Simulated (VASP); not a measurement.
# AlO2 in VASP: a series of runs

Runs on AlO2. Level: PBE. Tasks: single point, relaxation of cell and atoms.

All numbers are computed with VASP 6.6.1; they aren't measurements. Logs are shortened: lines on timing, memory, paths and dates and some standing lists are left out, and cuts for length are marked.

## (1) The cell of the first run

The structure is tetragonal, space group P4/mbm (No. 127). The conventional cell has a = 4.146 Å, b = 4.146 Å, c = 3.748 Å, α = 90.00°, β = 90.00°, γ = 90.00°. Within 1.9 Å of Al (site symmetry mmm) lie 4 O at 1.40 to 1.54 Å. O (site symmetry m2m) has 2 Al at 1.40 to 1.54 Å within 1.9 Å.

## (2) Single point, PBE

Input file INCAR:

```
PREC = Accurate
ENCUT = 520
EDIFF = 1E-6
ISMEAR = 0
SIGMA = 0.1
LREAL = False
LASPH = True
NELM = 60
ALGO = Normal
ISIF = 2
LWAVE = False
LCHARG = True
GGA = PE
LELF = True
LVHAR = True
NBANDS = 24
```

Input file KPOINTS:

```
Automatic mesh
0
Gamma
  4 4 4
```

Input file POSCAR:

```
AlO2
1.0
    4.1457144700      0.0000000000      0.0000000000
    0.0000000000      4.1457144700      0.0000000000
    0.0000000000      0.0000000000      3.7484699800
Al O
2 4
Direct
    0.0000000000      0.5000000000      0.0000000000
    0.5000000000      0.0000000000      0.0000000000
    0.2379686900      0.7379686900      0.0000000000
    0.7620313100      0.2620313100      0.0000000000
    0.7379686900      0.7620313100      0.0000000000
    0.2620313100      0.2379686900      0.0000000000
```

Potentials or basis: VASP PAW PBE potentials, release 64 (Al, O).

Launch:

```sh
cat potpaw_PBE.64/Al/POTCAR potpaw_PBE.64/O/POTCAR > POTCAR
mpirun -np 1 vasp_std > vasp.out
```

OUTCAR:

```text
PREC = Accurate
   ENCUT = 520
   EDIFF = 1E-6
   ISMEAR = 0
   LREAL = False
   LASPH = True
   NELM = 60
   ISIF = 2
   GGA = PE

 ion  position               nearest neighbor table
   1  0.000  0.500  0.000-   3 1.40   4 1.40   5 1.54   6 1.54   2 2.93   2 2.93   2 2.93   2 2.93

   2  0.500  0.000  0.000-   5 1.40   6 1.40   3 1.54   4 1.54   1 2.93   1 2.93   1 2.93   1 2.93

   3  0.238  0.738  0.000-   1 1.40   2 1.54
   4  0.762  0.262  0.000-   1 1.40   2 1.54
   5  0.738  0.762  0.000-   2 1.40   1 1.54
   6  0.262  0.238  0.000-   2 1.40   1 1.54

  LATTYP: Found a simple tetragonal cell.
 ALAT       =     4.1457144700
 C/A-ratio  =     0.9041794863

  Lattice vectors:

 A1 = (   4.1457144700,   0.0000000000,   0.0000000000)
 A2 = (   0.0000000000,   4.1457144700,   0.0000000000)
 A3 = (   0.0000000000,   0.0000000000,   3.7484699800)

Analysis of symmetry for initial positions (statically):
=====================================================================
 Subroutine PRICEL returns:
 Original cell was already a primitive cell.

 Routine SETGRP: Setting up the symmetry group for a
 simple tetragonal supercell.

 Subroutine GETGRP returns: Found 16 space group operations
 (whereof  8 operations were pure point group operations)
 out of a pool of 16 trial point group operations.

The static configuration has the point symmetry C_4h.
 The point group associated with its full space group is D_4h.

Analysis of symmetry for dynamics (positions and initial velocities):
=====================================================================
 Subroutine PRICEL returns:
 Original cell was already a primitive cell.

 Routine SETGRP: Setting up the symmetry group for a
 simple tetragonal supercell.

 Subroutine GETGRP returns: Found 16 space group operations
 (whereof  8 operations were pure point group operations)
 out of a pool of 16 trial point group operations.

The dynamic configuration has the point symmetry C_4h.
 The point group associated with its full space group is D_4h.

 Subroutine INISYM returns: Found 16 space group operations
 (whereof  8 operations are pure point group operations),
 and found     1 'primitive' translations

----------------------------------------------------------------------------------------

                                     Primitive cell

  volume of cell :      64.4248

  direct lattice vectors                    reciprocal lattice vectors
     4.145714470  0.000000000  0.000000000     0.241212946  0.000000000  0.000000000
     0.000000000  4.145714470  0.000000000     0.000000000  0.241212946  0.000000000
     0.000000000  0.000000000  3.748469980     0.000000000  0.000000000  0.266775512

  length of vectors
     4.145714470  4.145714470  3.748469980     0.241212946  0.241212946  0.266775512

  position of ions in fractional coordinates (direct lattice)
     0.000000000  0.500000000  0.000000000
     0.500000000  0.000000000  0.000000000
     0.237968690  0.737968690  0.000000000
     0.762031310  0.262031310  0.000000000
     0.737968690  0.762031310  0.000000000
     0.262031310  0.237968690  0.000000000

  ion indices of the primitive-cell ions
   primitive index   ion index
                 1           1
                 2           2
                 3           3
                 4           4
                 5           5
                 6           6

----------------------------------------------------------------------------------------

 KPOINTS: Automatic mesh

Automatic generation of k-mesh.
 Grid dimensions read from file:
 generate k-points for:    4    4    4

 Generating k-lattice:

  Cartesian coordinates                     Fractional coordinates (reciprocal lattice)
     0.060303236  0.000000000  0.000000000     0.250000000  0.000000000  0.000000000
     0.000000000  0.060303236  0.000000000     0.000000000  0.250000000  0.000000000
     0.000000000  0.000000000  0.066693878     0.000000000  0.000000000  0.250000000

  Length of vectors
     0.060303236  0.060303236  0.066693878

  Shift w.r.t. Gamma in fractional coordinates (k-lattice)
     0.000000000  0.000000000  0.000000000

 Subroutine IBZKPT returns following result:
 ===========================================

 Found     18 irreducible k-points:

 Following reciprocal coordinates:
            Coordinates               Weight
  0.000000  0.000000  0.000000      1.000000
  0.250000  0.000000  0.000000      4.000000
  0.500000  0.000000  0.000000      2.000000
  0.250000  0.250000  0.000000      4.000000
  0.500000  0.250000  0.000000      4.000000
  0.500000  0.500000  0.000000      1.000000
[... 10 lines left out ...]
  0.500000  0.250000  0.500000      4.000000
  0.500000  0.500000  0.500000      1.000000
   k-points           NKPTS =     18   k-points in BZ     NKDIM =     18   number of bands    NBANDS=     24
   number of dos      NEDOS =    301   number of ions     NIONS =      6
   total plane-waves  NPLWV =  28672
   dimension x,y,z NGX =    32 NGY =   32 NGZ =   28
   dimension x,y,z NGXF=    64 NGYF=   64 NGZF=   56
   ions per type =               2   4
   NGX,Y,Z   is equivalent  to a cutoff of  12.83, 12.83, 12.42 a.u.
   NGXF,Y,Z  is equivalent  to a cutoff of  25.66, 25.66, 24.84 a.u.
 SYSTEM =  unknown system
   PREC   = accura    normal or accurate (medium, high low for compatibility)
   ISTART =      0    job   : 0-new  1-cont  2-samecut
   ICHARG =      2    charge: 1-file 2-atom 10-const
   ISPIN  =      1    spin polarized calculation?
   LNONCOLLINEAR =      F non collinear calculations
   LSORBIT =      F    spin-orbit coupling
   LASPH  =      T    aspherical Exc in radial PAW
   ENCUT  =  520.0 eV  38.22 Ry    6.18 a.u.   7.71  7.71  6.97*2*pi/ulx,y,z
   NELM   =     60;   NELMIN=  2; NELMDL= -5     # of ELM steps
   EDIFF  = 0.1E-05   stopping-criterion for ELM
   LREAL  =      F    real-space projection
   EDIFFG = 0.1E-04   stopping-criterion for IOM
   NSW    =      0    number of steps for IOM
   IBRION =     -1    ionic relax: 0-MD 1-quasi-New 2-CG
   NFREE  =      0    steps in history (QN), initial steepest desc. (CG)
   ISIF   =      2    stress and relaxation
   ISYM   =      2    0-nonsym 1-usesym 2-fastsym
   POTIM  = 0.5000    time-step for ionic-motion
   TEBEG  =    0.0;   TEEND  =   0.0 temperature during run
   PSTRESS=    0.0 pullay stress
   NELECT =      30.0000    total number of electrons
   NUPDOWN=      -1.0000    fix difference up-down
   EMIN   =  10.00;   EMAX   =-10.00  energy-range for DOS
   EFERMI =   0.00;   METHOD = LEGACY
   ISMEAR =     0;   SIGMA  =   0.10  broadening in eV -4-tet -1-fermi 0-gaus
   EFERMI_NEDOS =   21; number of points for ismear=-14 and -15
   IALGO  =     38    algorithm
   IMIX   =      4    mixing-type and parameters
     AMIX     =   0.40;   BMIX     =  1.00
     AMIX_MAG =   1.60;   BMIX_MAG =  1.00
  volume/ion in A,a.u.               =      10.74        72.46
  Fermi-wavevector in a.u.,A,eV,Ry     =   1.268910  2.397893 21.907200  1.610134
  Thomas-Fermi vector in A             =   2.401980
   LORBIT       =      0    0 simple, 1 ext, 2 COOP (PROOUT), +10 PAW based schemes
   GGA     = PE    functional components
   LHFCALC =     F    Hartree Fock is set to
   AEXX    =    0.0000 exact exchange contribution
   IVDW    =     0    specifies the selected vdW correction
   LEPSILON=     F    determine dielectric tensor
   LRPA    =     F    only Hartree local field effects (RPA)
 non-spin polarized calculation
 Gauss-broadening in eV      SIGMA  =   0.10
  energy-cutoff  :      520.00
  volume of cell :       64.42
 maximum number of plane-waves:      1760
 NGX is ok and might be reduce to    32
   NGX = 15   NGY = 15   NGZ = 13

 number of electron      29.9999989 magnetization

 Free energy of the ion-electron system (eV)
  ---------------------------------------------------
  ext. energy  EPLUGINS =         0.00000000
  ---------------------------------------------------
  free energy    TOTEN  =       -21.51299667 eV

  energy without entropy =      -21.49450834  energy(sigma->0) =      -21.50375250

 E-fermi :   4.0278     XC(G=0):  -9.3473

 val. band max:        3.9773313952   @ k =   0.0000   0.0000   0.5000
 cond. band min:       4.0492243950   @ k =   0.2500   0.0000   0.0000
 fundamental gap:      0.0718929998
 Fermi energy:         4.0277688554

 k-point     1 :       0.0000    0.0000    0.0000
  band No.  band energies     occupation
      1     -17.8243      2.00000
      2     -14.6500      2.00000
      3     -14.6500      2.00000
      4     -12.8497      2.00000
      5      -5.2673      2.00000
      6      -3.9950      2.00000
[... 16 lines left out ...]
     23      17.0339      0.00000
     24      18.4733      0.00000

 k-point     2 :       0.2500    0.0000    0.0000
  band No.  band energies     occupation
      1     -17.4810      2.00000
      2     -15.3084      2.00000
      3     -14.4363      2.00000
      4     -13.1740      2.00000
      5      -4.7100      2.00000
      6      -3.0963      2.00000
[... 16 lines left out ...]
     23      17.2640      0.00000
     24      19.0972      0.00000

 k-point     3 :       0.5000    0.0000    0.0000
  band No.  band energies     occupation
      1     -16.5322      2.00000
      2     -16.5322      2.00000
      3     -13.8606      2.00000
      4     -13.8606      2.00000
      5      -3.8293      2.00000
      6      -3.8293      2.00000
[... 16 lines left out ...]
     23      17.1237      0.00000
     24      17.1237      0.00000
[... 352 lines left out ...]
 k-point    17 :       0.5000    0.2500    0.5000
  band No.  band energies     occupation
      1     -16.1968      2.00000
      2     -16.1968      2.00000
      3     -14.3343      2.00000
      4     -14.3343      2.00000
      5      -2.8785      2.00000
      6      -2.8785      2.00000
[... 16 lines left out ...]
     23      19.0153      0.00000
     24      19.0153      0.00000

 k-point    18 :       0.5000    0.5000    0.5000
  band No.  band energies     occupation
      1     -15.6052      2.00000
      2     -15.6052      2.00000
      3     -15.1230      2.00000
      4     -15.1230      2.00000
      5      -1.5522      2.00000
      6      -1.5522      2.00000
[... 16 lines left out ...]
     23      20.1904      0.00000
     24      20.1904      0.00000

------------------------ aborting loop because EDIFF is reached ----------------------------------------

  FORCE on cell =-STRESS in cart. coord.  units (eV):
  Direction    XX          YY          ZZ          XY          YZ          ZX
  --------------------------------------------------------------------------------------
  -------------------------------------------------------------------------------------
  Total       96.5669238     96.5669238      0.6221444      0.0000000      0.0000000      0.0000000
  in kB     2401.5197773   2401.5197773     15.4720899      0.0000000      0.0000000      0.0000000
  external PRESSURE =    1606.1705482 kB  Pullay stress =       0.0000000 kB

 VOLUME and BASIS-vectors are now :
 -----------------------------------------------------------------------------
  energy-cutoff  :      520.00
  volume of cell :       64.42
      direct lattice vectors                 reciprocal lattice vectors
     4.145714470  0.000000000  0.000000000     0.241212946  0.000000000  0.000000000
     0.000000000  4.145714470  0.000000000     0.000000000  0.241212946  0.000000000
     0.000000000  0.000000000  3.748469980     0.000000000  0.000000000  0.266775512

 POSITION                                       TOTAL-FORCE (eV/Angst)
 -----------------------------------------------------------------------------------
      0.00000      2.07286      0.00000         0.000000      0.000000      0.000000
      2.07286      0.00000      0.00000         0.000000      0.000000      0.000000
      0.98655      3.05941      0.00000         8.196450      8.196450      0.000000
      3.15916      1.08631      0.00000        -8.196450     -8.196450      0.000000
      3.05941      3.15916      0.00000         8.196450     -8.196450     -0.000000
      1.08631      0.98655      0.00000        -8.196450      8.196450      0.000000
 -----------------------------------------------------------------------------------
    total drift:                                0.000000      0.000000     -0.000000

  FREE ENERGIE OF THE ION-ELECTRON SYSTEM (eV)
  ---------------------------------------------------
  free  energy   TOTEN  =       -21.5129966683 eV

  energy  without entropy=      -21.4945083394  energy(sigma->0) =      -21.50375250
```

It took 18 s on 1 thread of Intel Xeon Platinum 8488C (Sapphire Rapids), shared host; peak memory 0.16 GiB.

Results:

| Quantity | Value |
| --- | --- |
| Free energy | -21.5130 eV |
| Pressure | 160.6 GPa |
| Largest force | 11.592 eV/Å |
| Band gap on the k mesh | zero (band 15 reaches 4.42 eV, above the bottom of band 16 at 1.30 eV) |

Forces in eV/Å, atoms in the order of the input:
```
Al   0.000  0.000  0.000
Al   0.000  0.000  0.000
O    8.196  8.196  0.000
O   -8.196 -8.196  0.000
O    8.196 -8.196  0.000
O   -8.196  8.196  0.000
```

Stress tensor (GPa, compression positive):
```
240.15   0.00   0.00
  0.00 240.15   0.00
  0.00   0.00   1.55
```

Levels at points of the mesh, in eV from the Fermi level:
| k point | band 12 | band 13 | band 14 | band 15 | band 16 | band 17 | band 18 | band 19 |
| --- | --- | --- | --- | --- | --- | --- | --- | --- |
| (0.00, 0.00, 0.00) | -2.59 | -1.34 | -0.06 | -0.06 | 1.80 | 1.92 | 7.74 | 9.00 |
| (0.50, 0.00, 0.00) | -4.18 | -2.55 | -2.55 | 0.39 | 0.39 | 3.97 | 3.97 | 11.25 |
| (0.50, 0.50, 0.00) | -3.81 | -3.21 | -3.21 | -2.73 | -2.73 | 5.00 | 5.00 | 7.68 |
| (0.00, 0.00, 0.50) | -2.58 | -1.52 | -0.05 | -0.05 | 1.81 | 5.13 | 6.07 | 9.61 |
| (0.50, 0.00, 0.50) | -4.16 | -2.86 | -2.86 | 0.39 | 0.39 | 6.26 | 6.26 | 9.71 |
| (0.50, 0.50, 0.50) | -4.42 | -3.19 | -3.19 | -2.67 | -2.67 | 6.88 | 6.88 | 9.17 |

Caveat: the k points lie up to 0.42 Å⁻¹ apart; forces of over 1 eV/Å act on the atoms, so gaps and moduli don't describe the material at rest.

[end of part 1 of 2]
